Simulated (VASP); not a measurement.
# GaN (F-43m) in VASP: a series of runs, part 3 of 3

VASP 6.6.1.

## Step 5: Vibrations by perturbation theory, PBEsol

This run uses another cell than the first one, of 11.50 Å³/atom.

Input file INCAR:

```
SYSTEM = GaN
ALGO = Normal
EDIFF = 1E-8
ENCUT = 520
GGA = PS
IBRION = 8
ISIF = 2
ISMEAR = 0
LASPH = .True.
LCHARG = .False.
LREAL = .False.
LWAVE = .False.
NELM = 60
NSW = 1
PREC = Accurate
SIGMA = 0.01
```

Input file KPOINTS:

```
k-points
0
Gamma
  10 10 10
  0 0 0
```

Input file POSCAR:

```
GaN
1.0
    2.2571911493      2.2571911493      0.0000000000
   -2.2571911493      2.2571911493      0.0000000000
    0.0000000000      2.2571911493      2.2571911493
Ga N
1 1
Direct
    0.0000000000      0.0000000000      0.0000000000
    0.2500000000      0.7500000000      0.5000000000
```

Potentials or basis: VASP PAW PBE potentials, release 64 (Ga_d, N).

Started as:

```console
$ cat potpaw_PBE.64/Ga_d/POTCAR potpaw_PBE.64/N/POTCAR > POTCAR
$ mpirun -np 1 vasp_std > vasp.out
```

OUTCAR:

```text
SYSTEM = GaN
   EDIFF = 1E-8
   ENCUT = 520
   GGA = PS
   IBRION = 8
   ISIF = 2
   ISMEAR = 0
   LASPH = .True.
   LREAL = .False.
   NELM = 60
   NSW = 1
   PREC = Accurate

 ion  position               nearest neighbor table
   1  0.000  0.000  0.000-   2 1.95   2 1.95   2 1.95   2 1.95
   2  0.250  0.750  0.500-   1 1.95   1 1.95   1 1.95   1 1.95

  LATTYP: Found a face centered cubic cell.
 ALAT       =     4.5143822986

  Lattice vectors:

 A1 = (   0.0000000000,   2.2571911493,   2.2571911493)
 A2 = (   2.2571911493,   0.0000000000,   2.2571911493)
 A3 = (   2.2571911493,   2.2571911493,   0.0000000000)

Analysis of symmetry for initial positions (statically):
=====================================================================
 Subroutine PRICEL returns:
 Original cell was already a primitive cell.

 Routine SETGRP: Setting up the symmetry group for a
 face centered cubic supercell.

 Subroutine GETGRP returns: Found 24 space group operations
 (whereof 24 operations were pure point group operations)
 out of a pool of 48 trial point group operations.

The static configuration has the point symmetry T_d .

Analysis of symmetry for dynamics (positions and initial velocities):
=====================================================================
 Subroutine PRICEL returns:
 Original cell was already a primitive cell.

 Routine SETGRP: Setting up the symmetry group for a
 face centered cubic supercell.

 Subroutine GETGRP returns: Found 24 space group operations
 (whereof 24 operations were pure point group operations)
 out of a pool of 48 trial point group operations.

The dynamic configuration has the point symmetry T_d .

 Subroutine INISYM returns: Found 24 space group operations
 (whereof 24 operations are pure point group operations),
 and found     1 'primitive' translations

----------------------------------------------------------------------------------------

                                     Primitive cell

  volume of cell :      23.0004

  direct lattice vectors                    reciprocal lattice vectors
     2.257191149  2.257191149  0.000000000     0.221514248  0.221514248 -0.221514248
    -2.257191149  2.257191149  0.000000000    -0.221514248  0.221514248 -0.221514248
     0.000000000  2.257191149  2.257191149     0.000000000  0.000000000  0.443028496

  length of vectors
     3.192150336  3.192150336  3.192150336     0.383673932  0.383673932  0.443028496

  position of ions in fractional coordinates (direct lattice)
     0.000000000  0.000000000  0.000000000
     0.250000000  0.750000000  0.500000000

  ion indices of the primitive-cell ions
   primitive index   ion index
                 1           1
                 2           2
[... 139 lines left out ...]
      9       5.0958      2.00000
     10       6.7474      0.00000
     11      15.2686      0.00000
     12      15.2686      0.00000
     13      15.2686      0.00000
[... 354 lines left out ...]
  band No.  band energies     occupation
      1      -9.7245      2.00000
      2      -8.1905      2.00000
      3      -8.0774      2.00000
      4      -8.0365      2.00000
      5      -7.9501      2.00000
      6      -6.2236      2.00000
      7      -0.9373      2.00000
      8       1.0116      2.00000
      9       3.1599      2.00000
     10      10.4705      0.00000
     11      12.8471      0.00000
     12      15.5740      0.00000
     13      17.3436      0.00000

 [... further k-points ...]

------------------------ aborting loop because EDIFF is reached ----------------------------------------

  FORCE on cell =-STRESS in cart. coord.  units (eV):
  Direction    XX          YY          ZZ          XY          YZ          ZX
  --------------------------------------------------------------------------------------
  -------------------------------------------------------------------------------------
  Total       -0.3161958     -0.3161958     -0.3161958      0.0000000      0.0000000     -0.0000000
  in kB      -22.0257974    -22.0257974    -22.0257974      0.0000000      0.0000000     -0.0000000
  external PRESSURE =     -22.0257974 kB  Pullay stress =       0.0000000 kB

 VOLUME and BASIS-vectors are now :
 -----------------------------------------------------------------------------
  energy-cutoff  :      520.00
  volume of cell :       23.00
      direct lattice vectors                 reciprocal lattice vectors
     2.257191149  2.257191149  0.000000000     0.221514248  0.221514248 -0.221514248
    -2.257191149  2.257191149  0.000000000    -0.221514248  0.221514248 -0.221514248
     0.000000000  2.257191149  2.257191149     0.000000000  0.000000000  0.443028496

 POSITION                                       TOTAL-FORCE (eV/Angst)
 -----------------------------------------------------------------------------------
      0.00000      0.00000      0.00000        -0.000000      0.000000      0.000000
     -1.12860      3.38579      1.12860         0.000000     -0.000000      0.000000
 -----------------------------------------------------------------------------------
    total drift:                                0.000002     -0.000000      0.000000

  FREE ENERGIE OF THE ION-ELECTRON SYSTEM (eV)
  ---------------------------------------------------
  free  energy   TOTEN  =       -13.1207713204 eV

  energy  without entropy=      -13.1207713204  energy(sigma->0) =      -13.12077132

[... ionic steps 2 to 3 ...]

--------------------------------------- Ionic step        4  -------------------------------------------

------------------------ aborting loop because EDIFF is reached ----------------------------------------

[... ionic steps 5 to 6 ...]

--------------------------------------- Ionic step        7  -------------------------------------------

 Free energy of the ion-electron system (eV)
  ---------------------------------------------------
  ---------------------------------------------------
  free energy    TOTEN  =        -0.23151490 eV

  energy without entropy =       -0.23151490

------------------------ aborting loop because EDIFF is reached ----------------------------------------

 INTERNAL STRAIN TENSOR  FOR ION    2  DIRECTION 1   (eV/Angst):
 -----------------------------------------------------------------------------
     0.01597  0.00000 -0.00000
     0.00000  0.00241 -7.57577
     0.00000 -7.57577  0.00241

 INTERNAL STRAIN TENSOR FOR ION    2 for displacements in x,y,z  (eV/Angst):
          X           Y           Z          XY          YZ          ZX
  --------------------------------------------------------------------------------
  x    -0.00000     0.00000     0.00000     0.00000    -7.57577     0.00000
  y     0.00000    -0.00000     0.00000     0.00000     0.00000    -7.57577
  z     0.00000     0.00000    -0.00000    -7.57577     0.00000     0.00000

 SECOND DERIVATIVES (NOT SYMMETRIZED)
 ------------------------------------
               1X          1Y          1Z          2X          2Y          2Z
  1X   -11.786753   -0.000000    0.000000   11.786753    0.000000   -0.000000
  1Y     0.000000  -11.786753   -0.000000   -0.000000   11.786753    0.000000
  1Z     0.000000   -0.000000  -11.786753   -0.000000    0.000000   11.786753
  2X    11.793181    0.000000    0.000000  -11.793181    0.000000    0.000000
  2Y     0.000000   11.793181    0.000000    0.000000  -11.793181    0.000000
  2Z     0.000000    0.000000   11.793181    0.000000    0.000000  -11.793181

 Eigenvectors and eigenvalues of the dynamical matrix
 ----------------------------------------------------

   1 f  =   15.721857 THz    98.783341 2PiTHz  524.424698 cm-1    65.020347 meV
             X         Y         Z           dx          dy          dz
      0.000000  0.000000  0.000000    -0.000000   -0.408842   -0.000000
     -1.128596  3.385787  1.128596     0.000000    0.912605    0.000000
[... 21 lines left out ...]
   6 f/i=    0.001599 THz     0.010048 2PiTHz    0.053343 cm-1     0.006614 meV
             X         Y         Z           dx          dy          dz
      0.000000  0.000000  0.000000    -0.135156   -0.450112   -0.782292
     -1.128596  3.385787  1.128596    -0.060549   -0.201648   -0.350463

--------------------------------------------------------------------------------------------------------

 ELASTIC MODULI CONTR FROM IONIC RELAXATION (kBar)
 Direction    XX          YY          ZZ          XY          YZ          ZX
 --------------------------------------------------------------------------------
 XX          -0.0000      0.0000     -0.0000     -0.0000     -0.0000      0.0000
 YY           0.0000     -0.0000      0.0000     -0.0000     -0.0000     -0.0000
 ZZ          -0.0000      0.0000     -0.0000     -0.0000     -0.0000      0.0000
 XY          -0.0000     -0.0000     -0.0000   -314.3000      0.0000     -0.0000
 YZ          -0.0000     -0.0000     -0.0000      0.0000   -314.3000      0.0000
 ZX           0.0000     -0.0000      0.0000     -0.0000      0.0000   -314.3000
 --------------------------------------------------------------------------------
```

stdout:

```text
POSCAR found type information on POSCAR GaN
 POSCAR found :  2 types and       2 ions
 scaLAPACK will be used
 -----------------------------------------------------------------------------
|                                                                             |
|                                                                             |
|     You enforced a specific xc type in the INCAR file but a different       |
|     I HOPE YOU KNOW WHAT YOU ARE DOING!                                     |
|                                                                             |
 -----------------------------------------------------------------------------

 LDA part: xc-table for (Slater+PW92), standard interpolation
 POSCAR, INCAR and KPOINTS ok, starting setup
 FFT: planning ... GRIDC
 FFT: planning ... GRID_SOFT
 FFT: planning ... GRID
 WAVECAR not read
 entering main loop
 Linear response reoptimize wavefunctions to high precision
 Linear response DOF=           2
 Linear response progress:
 first order change of Fermi-energy  -0.17904E+00
 force on displaced ion       1 direction 1 : -11.787  -0.000   0.000
 Linear response progress:
 first order change of Fermi-energy   0.17805E+00
 force on displaced ion       2 direction 1 : -11.793  -0.000  -0.000
 Linear response finished
```

It took 2.4 min on 1 thread of Intel Xeon 8259CL, shared host; peak memory 0.22 GiB.

Results:

```yaml
Highest_phonon_frequency_at_Γ_LO-TO_splitting_left_out: 524 cm⁻¹
```

Phonon frequencies in cm⁻¹ (negative: imaginary):
| q point | frequencies |
| --- | --- |
| (0.000, 0.000, 0.000) | 0 0 0 524 524 524 |

Caveat: the cell stands under pressure or tension, which shifts response properties; the PAW data sets were made with another functional, which shifts forces and pressure a little.
